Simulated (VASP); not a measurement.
Set up this calculation in VASP 6.6.1, as the native input.

```
Task                   : single point
Functional             : PBE
Potentials or basis    : VASP PAW PBE potentials, release 64 (Mg)
Cutoff                 : 600 eV
k mesh                 : 15 × 15 × 14
Occupations            : gaussian, width 0.1 eV
Spin                   : no spin polarisation
Dipole correction      : no
Further INCAR settings : ALGO = Normal; EDIFF = 1e-06; NBANDS = 7
```

The structure of Mg lies in POSCAR:

```
Mg
1.0
    3.0782405467      0.0000000000      0.0000000000
   -1.5391202734      2.6658345124      0.0000000000
    0.0000000000      0.0000000000      2.9813831550
Mg
1
Direct
    0.0000000000      0.0000000000      0.0000000000
```

This isn't the form of Mg at room conditions, which is hcp.

This cell differs from its parent crystal: strained.

These files were run (other wordings do the same):

INCAR

```
SYSTEM = Mg
ALGO     = Normal         ! electronic algorithm
EDIFF    = 1E-6           ! SCF threshold, eV
ENCUT    = 600            ! plane-wave cutoff, eV
GGA      = PE             ! functional
GGA_COMPAT= .FALSE.      
ISIF     = 2              ! what is computed and relaxed
ISMEAR   = 0              ! smearing method
LASPH    = .TRUE.         ! aspherical terms in the spheres
LCHARG   = .FALSE.        ! write CHGCAR
LREAL    = .FALSE.        ! projectors in reciprocal space
LWAVE    = .FALSE.        ! write WAVECAR
NBANDS   = 7              ! bands
NELM     = 120            ! most SCF steps
PREC     = Accurate       ! precision mode
SIGMA    = 0.1            ! smearing width, eV
```

KPOINTS

```
k-points
0
G
  15 15 14
  0 0 0
```

Potentials or basis: VASP PAW PBE potentials, release 64 (Mg).

Run with:

```console
$ cat potpaw_PBE.64/Mg/POTCAR > POTCAR
$ mpirun -np 1 vasp_std > vasp.out
```

It gave:

```yaml
Pressure: 1.1 GPa
Band_gap_on_the_k_mesh: zero (bands 1 and 2 overlap by 5.47 eV)
```

Caveat: the cell differs from its parent crystal (strained).

Run time: 16 s on 1 thread of Intel(R) Xeon(R) Platinum 8488C (Sapphire Rapids) (shared host), peak memory 0.18 GiB.
